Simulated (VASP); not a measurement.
A run of VASP 6.6.1 is set up as follows.

INCAR

```
ALGO     = Normal         # electronic algorithm
EDIFF    = 1E-6           # SCF threshold, eV
ENCUT    = 520            # plane-wave cutoff, eV
GGA      = PS             # functional
ISIF     = 2              # what is computed and relaxed
ISMEAR   = 0              # smearing method
LASPH    = T              # aspherical terms in the spheres
LCHARG   = F              # write CHGCAR
LREAL    = F              # projectors in reciprocal space
LWAVE    = F              # write WAVECAR
NBANDS   = 14             # bands
NELM     = 60             # most SCF steps
PREC     = Accurate       # precision mode
SIGMA    = 0.15           # smearing width, eV
```

KPOINTS

```
k-points
0
Gamma
  18 18 18
```

The input POSCAR:

```
HfN
1.0
    0.0000000000      2.3719500000      2.1460500000
    2.3719500000      0.0000000000      2.1460500000
    2.3719500000      2.3719500000      0.0000000000
Hf N
1 1
Direct
    0.0000000000      0.0000000000      0.0000000000
    0.5000000000      0.5000000000      0.5000000000
```

Potentials or basis: VASP PAW PBE potentials, release 64 (Hf_pv, N).

Launch:

```bash
$ cat potpaw_PBE.64/Hf_pv/POTCAR potpaw_PBE.64/N/POTCAR > POTCAR
$ mpirun -np 1 vasp_std > vasp.out
```

(1) Estimate the pressure.

Results:

(1) -10.3 GPa.

Caveat: the cell differs from its parent crystal (strain +0.050 along x and y, -0.050 along z); the PAW data sets were made with another functional, which shifts forces and pressure a little.
